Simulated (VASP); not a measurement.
# CsPbCl3 (R-3m) in VASP: further runs

CsPbCl3 is run at these levels: PBE; tasks: single point.

Program: VASP 6.6.1. These are calculated values, not measurements. Logs are shortened: lines on timing, memory, paths and dates and some standing lists are left out, and cuts for length are marked.

## 1. The cell of the first run

It takes space group R-3m (No. 166, trigonal). Conventional cell: a = 8.885 Å, b = 8.885 Å, c = 7.726 Å, α = 90.00°, β = 90.00°, γ = 120.00°. Cs (site symmetry -3m) has 12 Cl at 3.63 to 4.44 Å and 2 Pb at 3.86 Å within 4.8 Å. Pb (site symmetry -3m) has 6 Cl at 2.87 Å and 2 Cs at 3.86 Å within 3.9 Å. Within 3.8 Å of Cl (site symmetry 2/m) lie 2 Pb at 2.87 Å and 4 Cl at 3.63 Å and 2 Cs at 3.63 Å.

## 2. Single point, PBE

Contents of INCAR:

```
PREC = Accurate
ENCUT = 520
EDIFF = 1E-6
ISMEAR = 0
SIGMA = 0.05
LREAL = F
LASPH = T
NELM = 60
ALGO = Normal
ISIF = 2
LWAVE = F
LCHARG = F
GGA = PE
NBANDS = 30
```

Contents of KPOINTS:

```
regular mesh
0
Gamma
  6 6 6
```

Contents of POSCAR:

```
CsPbCl3
1.0
    5.6755009867     -0.6073414340     -0.6073414340
   -0.6073414340      5.6755009867     -0.6073414340
   -0.6073414340     -0.6073414340      5.6755009867
Cs Pb Cl
1 1 3
Direct
    0.0000000000      0.0000000000      0.0000000000
    0.5000000000      0.5000000000      0.5000000000
    0.0000000000      0.5000000000      0.5000000000
    0.5000000000      0.0000000000      0.5000000000
    0.5000000000      0.5000000000      0.0000000000
```

Potentials or basis: VASP PAW PBE potentials, release 64 (Cs_sv, Pb_d, Cl).

Run with:

```console
$ cat potpaw_PBE.64/Cs_sv/POTCAR potpaw_PBE.64/Pb_d/POTCAR potpaw_PBE.64/Cl/POTCAR > POTCAR
$ mpirun -np 1 vasp_std > vasp.out
```

OUTCAR:

```text
PREC = Accurate
   ENCUT = 520
   EDIFF = 1E-6
   ISMEAR = 0
   LREAL = F
   LASPH = T
   NELM = 60
   ISIF = 2
   GGA = PE

 ion  position               nearest neighbor table
   1  0.000  0.000  0.000-
   2  0.500  0.500  0.500-   5 2.87   5 2.87   3 2.87   4 2.87   4 2.87   3 2.87
   3  0.000  0.500  0.500-   2 2.87   2 2.87
   4  0.500  0.000  0.500-   2 2.87   2 2.87
   5  0.500  0.500  0.000-   2 2.87   2 2.87

  LATTYP: Found a trigonal (rhomboedric) cell.
 ALAT       =     5.7401253196
 COS(alpha) =    -0.1980352222

  Lattice vectors:

 A1 = (   5.6755009867,  -0.6073414340,  -0.6073414340)
 A2 = (  -0.6073414340,   5.6755009867,  -0.6073414340)
 A3 = (  -0.6073414340,  -0.6073414340,   5.6755009867)

Analysis of symmetry for initial positions (statically):
=====================================================================
 Subroutine PRICEL returns:
 Original cell was already a primitive cell.

 Routine SETGRP: Setting up the symmetry group for a
 trigonal (rhombohedral) supercell.

 Subroutine GETGRP returns: Found 12 space group operations
 (whereof 12 operations were pure point group operations)
 out of a pool of 12 trial point group operations.

The static configuration has the point symmetry D_3d.

Analysis of symmetry for dynamics (positions and initial velocities):
=====================================================================
 Subroutine PRICEL returns:
 Original cell was already a primitive cell.

 Routine SETGRP: Setting up the symmetry group for a
 trigonal (rhombohedral) supercell.

 Subroutine GETGRP returns: Found 12 space group operations
 (whereof 12 operations were pure point group operations)
 out of a pool of 12 trial point group operations.

The dynamic configuration has the point symmetry D_3d.

 Subroutine INISYM returns: Found 12 space group operations
 (whereof 12 operations are pure point group operations),
 and found     1 'primitive' translations

----------------------------------------------------------------------------------------

                                     Primitive cell

  volume of cell :     176.0868

  direct lattice vectors                    reciprocal lattice vectors
     5.675500987 -0.607341434 -0.607341434     0.180833794  0.021670165  0.021670165
    -0.607341434  5.675500987 -0.607341434     0.021670165  0.180833794  0.021670165
    -0.607341434 -0.607341434  5.675500987     0.021670165  0.021670165  0.180833794

  length of vectors
     5.740125320  5.740125320  5.740125320     0.183412250  0.183412250  0.183412250

  position of ions in fractional coordinates (direct lattice)
     0.000000000  0.000000000  0.000000000
     0.500000000  0.500000000  0.500000000
     0.000000000  0.500000000  0.500000000
     0.500000000  0.000000000  0.500000000
     0.500000000  0.500000000  0.000000000

  ion indices of the primitive-cell ions
   primitive index   ion index
                 1           1
                 2           2
                 3           3
                 4           4
                 5           5

----------------------------------------------------------------------------------------

 KPOINTS: regular mesh

Automatic generation of k-mesh.
 Grid dimensions read from file:
 generate k-points for:    6    6    6

 Generating k-lattice:

  Cartesian coordinates                     Fractional coordinates (reciprocal lattice)
     0.030138966  0.003611694  0.003611694     0.166666667 -0.000000000  0.000000000
     0.003611694  0.030138966  0.003611694    -0.000000000  0.166666667  0.000000000
     0.003611694  0.003611694  0.030138966     0.000000000  0.000000000  0.166666667

  Length of vectors
     0.030568708  0.030568708  0.030568708

  Shift w.r.t. Gamma in fractional coordinates (k-lattice)
     0.000000000  0.000000000  0.000000000

 Subroutine IBZKPT returns following result:
 ===========================================

 Found     32 irreducible k-points:

 Following reciprocal coordinates:
            Coordinates               Weight
  0.000000  0.000000  0.000000      1.000000
  0.166667 -0.000000 -0.000000      6.000000
  0.333333 -0.000000 -0.000000      6.000000
  0.500000 -0.000000  0.000000      3.000000
  0.166667  0.166667 -0.000000      6.000000
  0.333333  0.166667 -0.000000     12.000000
[... 16 lines left out ...]
  0.500000  0.500000  0.166667      6.000000
 -0.333333  0.500000  0.166667     12.000000
 [... further k-points ...]
   k-points           NKPTS =     32   k-points in BZ     NKDIM =     32   number of bands    NBANDS=     30
   number of dos      NEDOS =    301   number of ions     NIONS =      5
   total plane-waves  NPLWV = 110592
   dimension x,y,z NGX =    48 NGY =   48 NGZ =   48
   dimension x,y,z NGXF=    96 NGYF=   96 NGZF=   96
   ions per type =               1   1   3
   NGX,Y,Z   is equivalent  to a cutoff of  13.90, 13.90, 13.90 a.u.
   NGXF,Y,Z  is equivalent  to a cutoff of  27.80, 27.80, 27.80 a.u.
 SYSTEM =  unknown system
   PREC   = accura    normal or accurate (medium, high low for compatibility)
   ISTART =      0    job   : 0-new  1-cont  2-samecut
   ICHARG =      2    charge: 1-file 2-atom 10-const
   ISPIN  =      1    spin polarized calculation?
   LNONCOLLINEAR =      F non collinear calculations
   LSORBIT =      F    spin-orbit coupling
   LASPH  =      T    aspherical Exc in radial PAW
   ENCUT  =  520.0 eV  38.22 Ry    6.18 a.u.  10.67 10.67 10.67*2*pi/ulx,y,z
   NELM   =     60;   NELMIN=  2; NELMDL= -5     # of ELM steps
   EDIFF  = 0.1E-05   stopping-criterion for ELM
   LREAL  =      F    real-space projection
   EDIFFG = 0.1E-04   stopping-criterion for IOM
   NSW    =      0    number of steps for IOM
   IBRION =     -1    ionic relax: 0-MD 1-quasi-New 2-CG
   NFREE  =      0    steps in history (QN), initial steepest desc. (CG)
   ISIF   =      2    stress and relaxation
   ISYM   =      2    0-nonsym 1-usesym 2-fastsym
   POTIM  = 0.5000    time-step for ionic-motion
   TEBEG  =    0.0;   TEEND  =   0.0 temperature during run
   PSTRESS=    0.0 pullay stress
   NELECT =      44.0000    total number of electrons
   NUPDOWN=      -1.0000    fix difference up-down
   EMIN   =  10.00;   EMAX   =-10.00  energy-range for DOS
   EFERMI =   0.00;   METHOD = LEGACY
   ISMEAR =     0;   SIGMA  =   0.05  broadening in eV -4-tet -1-fermi 0-gaus
   EFERMI_NEDOS =   21; number of points for ismear=-14 and -15
   IALGO  =     38    algorithm
   IMIX   =      4    mixing-type and parameters
     AMIX     =   0.40;   BMIX     =  1.00
     AMIX_MAG =   1.60;   BMIX_MAG =  1.00
  volume/ion in A,a.u.               =      35.22       237.66
  Fermi-wavevector in a.u.,A,eV,Ry     =   1.031138  1.948568 14.466333  1.063245
  Thomas-Fermi vector in A             =   2.165271
   LORBIT       =      0    0 simple, 1 ext, 2 COOP (PROOUT), +10 PAW based schemes
   GGA     = PE    functional components
   LHFCALC =     F    Hartree Fock is set to
   AEXX    =    0.0000 exact exchange contribution
   IVDW    =     0    specifies the selected vdW correction
   LEPSILON=     F    determine dielectric tensor
   LRPA    =     F    only Hartree local field effects (RPA)
 non-spin polarized calculation
 Gauss-broadening in eV      SIGMA  =   0.05
  energy-cutoff  :      520.00
  volume of cell :      176.09
 maximum number of plane-waves:      4786
 NGX is ok and might be reduce to    48
   NGX = 21   NGY = 21   NGZ = 21

 number of electron      44.0000003 magnetization

 Free energy of the ion-electron system (eV)
  ---------------------------------------------------
  ext. energy  EPLUGINS =         0.00000000
  ---------------------------------------------------
  free energy    TOTEN  =       -16.99154554 eV

  energy without entropy =      -16.99154554  energy(sigma->0) =      -16.99154554

 E-fermi :   1.3611     XC(G=0):  -7.8073

 val. band max:        1.1497948030   @ k =   0.5000   0.5000   0.5000
 cond. band min:       2.3898470815   @ k =   0.5000   0.5000   0.5000
 fundamental gap:      1.2400522786
 Fermi energy:         1.3611467234

 k-point     1 :       0.0000    0.0000    0.0000
  band No.  band energies     occupation
      1     -19.6272      2.00000
      2     -15.3561      2.00000
      3     -15.3561      2.00000
      4     -15.3093      2.00000
      5     -15.1868      2.00000
      6     -15.1868      2.00000
[... 22 lines left out ...]
     29       7.6122      0.00000
     30       7.8001      0.00000

 k-point     2 :       0.1667   -0.0000   -0.0000
  band No.  band energies     occupation
      1     -19.6264      2.00000
      2     -15.3562      2.00000
      3     -15.3433      2.00000
      4     -15.3089      2.00000
      5     -15.1870      2.00000
      6     -15.1853      2.00000
[... 22 lines left out ...]
     29       7.7406      0.00000
     30       7.7596      0.00000

 k-point     3 :       0.3333   -0.0000   -0.0000
  band No.  band energies     occupation
      1     -19.6250      2.00000
      2     -15.3562      2.00000
      3     -15.3230      2.00000
      4     -15.3032      2.00000
      5     -15.1875      2.00000
      6     -15.1813      2.00000
[... 22 lines left out ...]
     29       7.8454      0.00000
     30       8.5172      0.00000

 k-point     4 :       0.5000   -0.0000    0.0000
  band No.  band energies     occupation
      1     -19.6243      2.00000
      2     -15.3562      2.00000
      3     -15.3187      2.00000
      4     -15.2950      2.00000
      5     -15.1878      2.00000
      6     -15.1785      2.00000
[... 616 lines left out ...]
     29       7.7581      0.00000
     30       8.3824      0.00000

 k-point    23 :       0.5000    0.5000    0.1667
  band No.  band energies     occupation
      1     -19.6234      2.00000
      2     -15.3217      2.00000
      3     -15.3003      2.00000
      4     -15.2777      2.00000
      5     -15.1827      2.00000
      6     -15.1702      2.00000
[... 22 lines left out ...]
     29       7.9203      0.00000
     30       8.2734      0.00000

 k-point    24 :      -0.3333    0.5000    0.1667
  band No.  band energies     occupation
      1     -19.6235      2.00000
      2     -15.3235      2.00000
      3     -15.3042      2.00000
      4     -15.2857      2.00000
      5     -15.1833      2.00000
      6     -15.1736      2.00000
[... 22 lines left out ...]
     29       7.9391      0.00000
     30       8.1049      0.00000

 [... further k-points ...]
[... 5 lines left out ...]
  --------------------------------------------------------------------------------------
  -------------------------------------------------------------------------------------
  Total        1.1775143      1.1775143      1.1775143      1.6787199      1.6787199      1.6787199
  in kB       10.7139577     10.7139577     10.7139577     15.2743228     15.2743228     15.2743228
  external PRESSURE =      10.7139577 kB  Pullay stress =       0.0000000 kB

 VOLUME and BASIS-vectors are now :
 -----------------------------------------------------------------------------
  energy-cutoff  :      520.00
  volume of cell :      176.09
      direct lattice vectors                 reciprocal lattice vectors
     5.675500987 -0.607341434 -0.607341434     0.180833794  0.021670165  0.021670165
    -0.607341434  5.675500987 -0.607341434     0.021670165  0.180833794  0.021670165
    -0.607341434 -0.607341434  5.675500987     0.021670165  0.021670165  0.180833794

 POSITION                                       TOTAL-FORCE (eV/Angst)
 -----------------------------------------------------------------------------------
      0.00000      0.00000      0.00000        -0.000000      0.000000      0.000000
      2.23041      2.23041      2.23041         0.000000      0.000000     -0.000000
     -0.60734      2.53408      2.53408         0.000000     -0.000000     -0.000000
      2.53408     -0.60734      2.53408         0.000000     -0.000000      0.000000
      2.53408      2.53408     -0.60734        -0.000000      0.000000      0.000000
 -----------------------------------------------------------------------------------
    total drift:                                0.000000     -0.000000     -0.000000

  FREE ENERGIE OF THE ION-ELECTRON SYSTEM (eV)
  ---------------------------------------------------
  free  energy   TOTEN  =       -16.9915455357 eV

  energy  without entropy=      -16.9915455357  energy(sigma->0) =      -16.99154554
```

Wall time 5.3 min (1 thread of Oxide Virtual Turin-like, shared host); peak memory 0.39 GiB.

Results:

```yaml
Free_energy: -16.9915 eV
Pressure: 1.1 GPa
Band_gap_on_the_k_mesh: 1.24 eV
```

Caveat: spin-orbit coupling is left out, which moves the levels of the heavy elements. A k mesh can miss the band edges.

## 3. Single point, PBE

Contents of INCAR:

```
PREC     = Accurate       # precision mode
ENCUT    = 520            # plane-wave cutoff, eV
EDIFF    = 1E-6           # SCF threshold, eV
ISMEAR   = 0              # smearing method
SIGMA    = 0.05           # smearing width, eV
LREAL    = F              # projectors in reciprocal space
LASPH    = T              # aspherical terms in the spheres
NELM     = 80             # most SCF steps
ALGO     = Normal         # electronic algorithm
ISIF     = 2              # what is computed and relaxed
LWAVE    = F              # write WAVECAR
LCHARG   = F              # write CHGCAR
GGA      = PE             # functional
NBANDS   = 30             # bands
```

KPOINTS is that of step 2.

Edit POSCAR of step 2 so:

```diff
@@ -2,5 +2,5 @@
 1.0
-    5.6755009867     -0.6073414340     -0.6073414340
-   -0.6073414340      5.6755009867     -0.6073414340
-   -0.6073414340     -0.6073414340      5.6755009867
+    5.6815788331      0.6831223817      0.6831223817
+    0.6831223817      5.6815788331      0.6831223817
+    0.6831223817      0.6831223817      5.6815788331
 Cs Pb Cl
```

Potentials or basis: VASP PAW PBE potentials, release 64 (Cs_sv, Pb_d, Cl).

Run with:

```console
$ cat potpaw_PBE.64/Cs_sv/POTCAR potpaw_PBE.64/Pb_d/POTCAR potpaw_PBE.64/Cl/POTCAR > POTCAR
$ mpirun -np 1 vasp_std > vasp.out
```

OUTCAR:

```text
PREC = Accurate
   ENCUT = 520
   EDIFF = 1E-6
   ISMEAR = 0
   LREAL = F
   LASPH = T
   NELM = 80
   ISIF = 2
   GGA = PE

 ion  position               nearest neighbor table
   1  0.000  0.000  0.000-
   2  0.500  0.500  0.500-   3 2.88   4 2.88   5 2.88   5 2.88   4 2.88   3 2.88
   3  0.000  0.500  0.500-   2 2.88   2 2.88
   4  0.500  0.000  0.500-   2 2.88   2 2.88
   5  0.500  0.500  0.000-   2 2.88   2 2.88

  LATTYP: Found a trigonal (rhomboedric) cell.
[... 987 lines left out ...]
     30       8.6029      0.00000

 [... further k-points ...]
[... 5 lines left out ...]
  --------------------------------------------------------------------------------------
  -------------------------------------------------------------------------------------
  Total        1.4127514      1.4127514      1.4127514     -1.7864407     -1.7864407     -1.7864407
  in kB       12.8543312     12.8543312     12.8543312    -16.2544520    -16.2544520    -16.2544520
  external PRESSURE =      12.8543312 kB  Pullay stress =       0.0000000 kB

 VOLUME and BASIS-vectors are now :
 -----------------------------------------------------------------------------
  energy-cutoff  :      520.00
  volume of cell :      176.09
      direct lattice vectors                 reciprocal lattice vectors
     5.681578833  0.683122382  0.683122382     0.180670432 -0.019391329 -0.019391329
     0.683122382  5.681578833  0.683122382    -0.019391329  0.180670432 -0.019391329
     0.683122382  0.683122382  5.681578833    -0.019391329 -0.019391329  0.180670432

 POSITION                                       TOTAL-FORCE (eV/Angst)
 -----------------------------------------------------------------------------------
      0.00000      0.00000      0.00000         0.000000      0.000000     -0.000000
      3.52391      3.52391      3.52391        -0.000000     -0.000000      0.000000
      0.68312      3.18235      3.18235         0.000000      0.000000     -0.000000
      3.18235      0.68312      3.18235         0.000000      0.000000     -0.000000
      3.18235      3.18235      0.68312         0.000000      0.000000     -0.000000
 -----------------------------------------------------------------------------------
    total drift:                               -0.000000     -0.000000     -0.000000

  FREE ENERGIE OF THE ION-ELECTRON SYSTEM (eV)
  ---------------------------------------------------
  free  energy   TOTEN  =       -16.9876176252 eV

  energy  without entropy=      -16.9876176252  energy(sigma->0) =      -16.98761763
```

OSZICAR:

```text
N       E                     dE             d eps       ncg     rms          rms(c)
DAV:   1     0.416098624373E+03    0.41610E+03   -0.19370E+04  1920   0.134E+03
DAV:   2     0.359110141225E+02   -0.38019E+03   -0.36055E+03  2240   0.317E+02
DAV:   3    -0.161516503296E+02   -0.52063E+02   -0.51476E+02  2422   0.125E+02
DAV:   4    -0.181248510881E+02   -0.19732E+01   -0.19669E+01  2388   0.304E+01
DAV:   5    -0.182054580673E+02   -0.80607E-01   -0.80577E-01  2432   0.561E+00    0.524E+00
DAV:   6    -0.170730287323E+02    0.11324E+01   -0.18384E+00  3014   0.160E+01    0.341E+00
DAV:   7    -0.169767705351E+02    0.96258E-01   -0.81634E-01  2814   0.537E+00    0.190E+00
DAV:   8    -0.169894745848E+02   -0.12704E-01   -0.11630E-01  2470   0.247E+00    0.320E-01
DAV:   9    -0.169865852103E+02    0.28894E-02   -0.28277E-02  3020   0.124E+00    0.167E-01
DAV:  10    -0.169873642042E+02   -0.77899E-03   -0.28422E-03  2434   0.331E-01    0.701E-02
DAV:  11    -0.169876015006E+02   -0.23730E-03   -0.53801E-04  2312   0.177E-01    0.107E-02
DAV:  12    -0.169876159205E+02   -0.14420E-04   -0.28517E-05  2714   0.369E-02    0.538E-03
DAV:  13    -0.169876174720E+02   -0.15516E-05   -0.27397E-06  2040   0.138E-02    0.211E-03
DAV:  14    -0.169876176252E+02   -0.15315E-06   -0.67930E-07  1598   0.697E-03
   1 F= -.16987618E+02 E0= -.16987618E+02  d E =-.235391E-17
```

Run time: 5.5 min. Hardware: 1 thread of Oxide Virtual Turin-like, shared host; peak memory 0.38 GiB.

What came out:

- Free energy: -16.9876 eV
- Pressure: 1.3 GPa
- Band gap on the k mesh: 1.96 eV

Caveat: spin-orbit coupling is left out, which moves the levels of the heavy elements.

[end of part 1 of 2]
